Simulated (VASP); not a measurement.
# Ag (Fm-3m) in VASP: notebook, part 2 of 2

VASP 6.6.1.

### Step 3. Single point, r2SCAN

POSCAR reads:

```
Ag
1.0
    0.0000000000      2.0519023311      2.0519023311
    2.0519023311      0.0000000000      2.0519023311
    2.0519023311      2.0519023311      0.0000000000
Ag
1
Direct
    0.0000000000      0.0000000000      0.0000000000
```

INCAR.step1 reads:

```
PREC = Accurate ; ENCUT = 520
ISMEAR = -1 ; SIGMA = 0.2
LREAL = F ; LASPH = T
NELM = 100 ; NBANDS = 12
GGA = PE ; ALGO = Normal
EDIFF = 1E-4 ; LWAVE = T
LCHARG = F
```

INCAR.step2 reads:

```
PREC = Accurate ; ENCUT = 520
EDIFF = 1E-6 ; ISMEAR = -1
SIGMA = 0.2 ; LREAL = F
LASPH = T ; NELM = 100
ALGO = Normal ; ISIF = 2
LWAVE = F ; LCHARG = F
METAGGA = R2SCAN ; LMIXTAU = T
NBANDS = 12 ; ISTART = 1
```

KPOINTS reads:

```
regular mesh
0
Gamma
  13 13 13
```

Potentials or basis: VASP PAW PBE potentials, release 64 (Ag).

On the command line:

```bash
> cat potpaw_PBE.64/Ag/POTCAR > POTCAR
> cp INCAR.step1 INCAR
> mpirun -np 1 vasp_std > vasp.out
> cp INCAR.step2 INCAR
> mpirun -np 1 vasp_std > vasp.out
```

OUTCAR:

```text
PREC = Accurate
   ENCUT = 520
   EDIFF = 1E-6
   ISMEAR = -1
   LREAL = F
   LASPH = T
   NELM = 100
   ISIF = 2
   METAGGA = R2SCAN
   ISTART = 1

 ion  position               nearest neighbor table
   1  0.000  0.000  0.000-

  LATTYP: Found a face centered cubic cell.
 ALAT       =     4.1038046622

  Lattice vectors:

 A1 = (   0.0000000000,   2.0519023311,   2.0519023311)
 A2 = (   2.0519023311,   0.0000000000,   2.0519023311)
 A3 = (   2.0519023311,   2.0519023311,   0.0000000000)

Analysis of symmetry for initial positions (statically):
=====================================================================
 Subroutine PRICEL returns:
 Original cell was already a primitive cell.

 Routine SETGRP: Setting up the symmetry group for a
 face centered cubic supercell.

 Subroutine GETGRP returns: Found 48 space group operations
 (whereof 48 operations were pure point group operations)
 out of a pool of 48 trial point group operations.

The static configuration has the point symmetry O_h .

Analysis of symmetry for dynamics (positions and initial velocities):
=====================================================================
 Subroutine PRICEL returns:
 Original cell was already a primitive cell.

 Routine SETGRP: Setting up the symmetry group for a
 face centered cubic supercell.

 Subroutine GETGRP returns: Found 48 space group operations
 (whereof 48 operations were pure point group operations)
 out of a pool of 48 trial point group operations.

The dynamic configuration has the point symmetry O_h .

 Subroutine INISYM returns: Found 48 space group operations
 (whereof 48 operations are pure point group operations),
 and found     1 'primitive' translations

----------------------------------------------------------------------------------------

                                     Primitive cell

  volume of cell :      17.2783

  direct lattice vectors                    reciprocal lattice vectors
     0.000000000  2.051902331  2.051902331    -0.243676316  0.243676316  0.243676316
     2.051902331  0.000000000  2.051902331     0.243676316 -0.243676316  0.243676316
     2.051902331  2.051902331  0.000000000     0.243676316  0.243676316 -0.243676316

  length of vectors
     2.901828105  2.901828105  2.901828105     0.422059759  0.422059759  0.422059759

  position of ions in fractional coordinates (direct lattice)
     0.000000000  0.000000000  0.000000000

  ion indices of the primitive-cell ions
   primitive index   ion index
                 1           1

----------------------------------------------------------------------------------------

 KPOINTS: regular mesh

Automatic generation of k-mesh.
 Grid dimensions read from file:
 generate k-points for:   13   13   13

 Generating k-lattice:

  Cartesian coordinates                     Fractional coordinates (reciprocal lattice)
    -0.018744332  0.018744332  0.018744332     0.076923077  0.000000000  0.000000000
     0.018744332 -0.018744332  0.018744332     0.000000000  0.076923077  0.000000000
     0.018744332  0.018744332 -0.018744332     0.000000000  0.000000000  0.076923077

  Length of vectors
     0.032466135  0.032466135  0.032466135

  Shift w.r.t. Gamma in fractional coordinates (k-lattice)
     0.000000000  0.000000000  0.000000000

 Subroutine IBZKPT returns following result:
 ===========================================

 Found     84 irreducible k-points:

 Following reciprocal coordinates:
            Coordinates               Weight
  0.000000  0.000000  0.000000      1.000000
  0.076923  0.000000  0.000000      8.000000
  0.153846  0.000000  0.000000      8.000000
  0.230769  0.000000  0.000000      8.000000
  0.307692  0.000000  0.000000      8.000000
  0.384615  0.000000  0.000000      8.000000
[... 16 lines left out ...]
  0.384615  0.153846  0.000000     24.000000
  0.461538  0.153846  0.000000     24.000000
 [... further k-points ...]
   k-points           NKPTS =     84   k-points in BZ     NKDIM =     84   number of bands    NBANDS=     12
   number of dos      NEDOS =    301   number of ions     NIONS =      1
   total plane-waves  NPLWV =  13824
   dimension x,y,z NGX =    24 NGY =   24 NGZ =   24
   dimension x,y,z NGXF=    48 NGYF=   48 NGZF=   48
   ions per type =               1
   NGX,Y,Z   is equivalent  to a cutoff of  13.75, 13.75, 13.75 a.u.
   NGXF,Y,Z  is equivalent  to a cutoff of  27.50, 27.50, 27.50 a.u.
 SYSTEM =  unknown system
   PREC   = accura    normal or accurate (medium, high low for compatibility)
   ISTART =      1    job   : 0-new  1-cont  2-samecut
   ICHARG =      0    charge: 1-file 2-atom 10-const
   ISPIN  =      1    spin polarized calculation?
   LNONCOLLINEAR =      F non collinear calculations
   LSORBIT =      F    spin-orbit coupling
   LASPH  =      T    aspherical Exc in radial PAW
   ENCUT  =  520.0 eV  38.22 Ry    6.18 a.u.   5.40  5.40  5.40*2*pi/ulx,y,z
   NELM   =    100;   NELMIN=  2; NELMDL=  0     # of ELM steps
   EDIFF  = 0.1E-05   stopping-criterion for ELM
   LREAL  =      F    real-space projection
   EDIFFG = 0.1E-04   stopping-criterion for IOM
   NSW    =      0    number of steps for IOM
   IBRION =     -1    ionic relax: 0-MD 1-quasi-New 2-CG
   NFREE  =      0    steps in history (QN), initial steepest desc. (CG)
   ISIF   =      2    stress and relaxation
   ISYM   =      2    0-nonsym 1-usesym 2-fastsym
   POTIM  = 0.5000    time-step for ionic-motion
   TEBEG  =    0.0;   TEEND  =   0.0 temperature during run
   PSTRESS=    0.0 pullay stress
   NELECT =      11.0000    total number of electrons
   NUPDOWN=      -1.0000    fix difference up-down
   EMIN   =  10.00;   EMAX   =-10.00  energy-range for DOS
   EFERMI =   0.00;   METHOD = LEGACY
   ISMEAR =    -1;   SIGMA  =   0.20  broadening in eV -4-tet -1-fermi 0-gaus
   EFERMI_NEDOS =   21; number of points for ismear=-14 and -15
   IALGO  =     38    algorithm
   IMIX   =      4    mixing-type and parameters
     AMIX     =   0.40;   BMIX     =  1.00
     AMIX_MAG =   1.60;   BMIX_MAG =  1.00
  volume/ion in A,a.u.               =      17.28       116.60
  Fermi-wavevector in a.u.,A,eV,Ry     =   1.408334  2.661366 26.985864  1.983405
  Thomas-Fermi vector in A             =   2.530502
   LORBIT       =      0    0 simple, 1 ext, 2 COOP (PROOUT), +10 PAW based schemes
   METAGGA = R2SCAN    functional components
   LHFCALC =     F    Hartree Fock is set to
   AEXX    =    0.0000 exact exchange contribution
   IVDW    =     0    specifies the selected vdW correction
   LEPSILON=     F    determine dielectric tensor
   LRPA    =     F    only Hartree local field effects (RPA)
 non-spin polarized calculation
  energy-cutoff  :      520.00
  volume of cell :       17.28
 maximum number of plane-waves:       487
 NGX is ok and might be reduce to    24
   NGX = 11   NGY = 11   NGZ = 11

 number of electron      10.9999999 magnetization

 Free energy of the ion-electron system (eV)
  ---------------------------------------------------
  ext. energy  EPLUGINS =         0.00000000
  ---------------------------------------------------
  free energy    TOTEN  =       -21.37418271 eV

  energy without entropy =      -21.33987013  energy(sigma->0) =      -21.35702642

 E-fermi :   8.3521     XC(G=0): -12.8773

 val. band max:        8.1885938415   @ k =   0.4615   0.2308   0.0000
 cond. band min:       8.3852081232   @ k =  -0.4615   0.0769   0.0000
 fundamental gap:      0.1966142817
 Fermi energy:         8.3521280227

 k-point     1 :       0.0000    0.0000    0.0000
  band No.  band energies     occupation
      1       0.3900      2.00000
      2       3.1555      2.00000
      3       3.1555      2.00000
      4       3.1555      2.00000
      5       4.1753      2.00000
      6       4.1753      2.00000
      7      24.8672      0.00000
      8      28.5151      0.00000
      9      28.5151      0.00000
     10      28.5151      0.00000
     11      33.4463      0.00000
     12      34.4049      0.00000

 k-point     2 :       0.0769    0.0000    0.0000
  band No.  band energies     occupation
      1       0.5780      2.00000
      2       3.1155      2.00000
      3       3.2058      2.00000
      4       3.2058      2.00000
      5       4.1571      2.00000
      6       4.1571      2.00000
      7      24.8510      0.00000
      8      27.0450      0.00000
      9      28.5730      0.00000
     10      28.5730      0.00000
     11      33.2124      0.00000
     12      34.2149      0.00000
[... 316 lines left out ...]
 k-point    24 :       0.4615    0.1538    0.0000
  band No.  band energies     occupation
      1       1.9741      2.00000
      2       2.9636      2.00000
      3       3.5207      2.00000
      4       3.8018      2.00000
      5       4.9962      2.00000
      6       7.8783      1.82891
      7      14.0749      0.00000
      8      22.9842      0.00000
      9      24.1872      0.00000
     10      25.3481      0.00000
     11      33.8701      0.00000
     12      33.9008      0.00000

 [... further k-points ...]
[... 5 lines left out ...]
  --------------------------------------------------------------------------------------
  -------------------------------------------------------------------------------------
  Total        0.0236100      0.0236100      0.0236100     -0.0000000      0.0000000      0.0000000
  in kB        2.1893054      2.1893054      2.1893054     -0.0000000      0.0000000      0.0000000
  external PRESSURE =       2.1893054 kB  Pullay stress =       0.0000000 kB

 VOLUME and BASIS-vectors are now :
 -----------------------------------------------------------------------------
  energy-cutoff  :      520.00
  volume of cell :       17.28
      direct lattice vectors                 reciprocal lattice vectors
     0.000000000  2.051902331  2.051902331    -0.243676316  0.243676316  0.243676316
     2.051902331  0.000000000  2.051902331     0.243676316 -0.243676316  0.243676316
     2.051902331  2.051902331  0.000000000     0.243676316  0.243676316 -0.243676316

 POSITION                                       TOTAL-FORCE (eV/Angst)
 -----------------------------------------------------------------------------------
      0.00000      0.00000      0.00000         0.000000      0.000000      0.000000
 -----------------------------------------------------------------------------------
    total drift:                                0.000000      0.000000     -0.000000

  FREE ENERGIE OF THE ION-ELECTRON SYSTEM (eV)
  ---------------------------------------------------
  free  energy   TOTEN  =       -21.3741827144 eV

  energy  without entropy=      -21.3398701329  energy(sigma->0) =      -21.35702642
```

It took 55 s on 1 thread of Intel Xeon 8259CL, shared host; peak memory 0.15 GiB.

What came out:

```
Free energy : -21.3742 eV
Pressure    : 0.2 GPa
```

Caveat: the PAW data sets were made with another functional, which shifts forces and pressure a little.
